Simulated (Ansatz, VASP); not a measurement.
**One calculation of SnSb3, two programs**

```xyz
4
Lattice="-2.2464 2.2464 5.5754 2.2464 -2.2464 5.5754 2.2464 2.2464 -5.5754" Properties=species:S:1:pos:R:3 pbc="T T T"
Sn    0.0000    0.0000    0.0000
Sb    0.0000    0.0000    5.5754
Sb    2.2464    0.0000    2.7877
Sb    0.0000    2.2464    2.7877
```

Alike in both runs: functional PBE; k mesh 14 × 14 × 14; occupations gaussian, width 0.1 eV; no spin polarisation.

Ansatz relaxed the structure, and its values are those at the end. VASP's run is a single point on that final structure, the one shown.

|  | VASP | Ansatz |
| --- | --- | --- |
| version | VASP 6.6.1 | Ansatz 0.2.0 |
| potentials or method | VASP PAW PBE potentials, release 64 (Sn_d, Sb), cutoff 520 eV | scalar-relativistic, plane waves, PAW |
| valence electrons in the cell | 29 | 59 |

|  | VASP | Ansatz | Ansatz less VASP |
| --- | --- | --- | --- |
| gap on the k mesh at the Fermi level (eV) | none | none | - |
| pressure (GPa) | -0.1 | 0.0 | +0.10 |

A gap of «none» marks a metal or a gap that the smearing closes. The functional is the same, so the differences come from potentials, cutoffs and numerics. VASP's potentials hold 29 valence electrons a cell and Ansatz's 59, so a difference there can come from the potentials and not from the codes.

Spin-orbit coupling is off throughout.
